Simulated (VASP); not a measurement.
**ZrAg2N2: relaxation of cell and atoms with PBE**

The system is ZrAg2N2.

```
Zr Ag N
1.0
     3.31881    0.00000    0.00000
    -1.65941    2.87418    0.00000
     0.00000    0.00000    7.41538
Zr Ag N
1 2 2
Direct
  0.00000 0.00000 0.00000
  0.66667 0.33333 0.35578
  0.33333 0.66667 0.64422
  0.66667 0.33333 0.85064
  0.33333 0.66667 0.14936
```

* Program: VASP 6.6.1
* Task: relaxation of cell and atoms
* Functional: PBE
* Potentials or basis: VASP PAW PBE potentials, release 64 (Zr_sv, Ag, N)
* Cutoff: 600 eV
* k mesh: 12 × 12 × 6
* Occupations: gaussian, width 0.1 eV
* Spin: no spin polarisation
* Dipole correction: no
* Further INCAR settings: ALGO = Normal; EDIFF = 1e-07; IBRION = 2; EDIFFG = -0.005; NSW = 100; ISIF = 3

| Quantity | Value |
| --- | --- |
| Relaxed volume | 14.15 Å³/atom |
| Relaxed cell | a = 3.317 Å, b = 3.317 Å, c = 7.424 Å, α = 90.00°, β = 90.00°, γ = 120.00° |
| Space group after relaxing (to 0.1 Å) | P-3m1 (No. 164) |
| Energy gained by relaxing | 0.0 meV/atom |
| Ionic steps | 5 |
| Pressure after relaxing | 0.0 GPa |
| Band gap on the k mesh | zero (bands 22 and 23 overlap by 0.44 eV) |

Forces in eV/Å, atoms in the order of the input:
```
Zr   0.000  0.000  0.000
Ag   0.000  0.000  0.002
Ag   0.000  0.000 -0.002
N    0.000  0.000  0.003
N    0.000  0.000 -0.003
```

Final structure:
```
CELL_PARAMETERS angstrom
3.31724 0.00000 0.00000
-1.65862 2.87281 0.00000
0.00000 0.00000 7.42412
ATOMIC_POSITIONS crystal
Zr 0.00000 0.00000 0.00000
Ag 0.66667 0.33333 0.35601
Ag 0.33333 0.66667 0.64399
N 0.66667 0.33333 0.85062
N 0.33333 0.66667 0.14938
```

Levels at points of the mesh, in eV from the Fermi level:
| k point | band 18 | band 19 | band 20 | band 21 | band 22 | band 23 | band 24 | band 25 | band 26 |
| --- | --- | --- | --- | --- | --- | --- | --- | --- | --- |
| (0.00, 0.00, 0.00) | -2.35 | -2.35 | -2.11 | -1.85 | 0.06 | 0.06 | 2.89 | 2.89 | 3.92 |
| (0.50, 0.00, 0.00) | -2.13 | -1.93 | -1.52 | -0.95 | -0.67 | 2.47 | 2.80 | 3.44 | 4.71 |
| (0.00, 0.00, 0.50) | -3.00 | -2.49 | -2.49 | -0.15 | 0.13 | 0.13 | 2.93 | 2.93 | 3.21 |
| (0.50, 0.00, 0.50) | -2.12 | -1.98 | -1.44 | -1.19 | -0.28 | 2.34 | 2.89 | 2.90 | 4.50 |

Wall time 15 min on 1 thread of Intel Xeon 8259CL, on a shared host, peak memory 0.38 GiB.
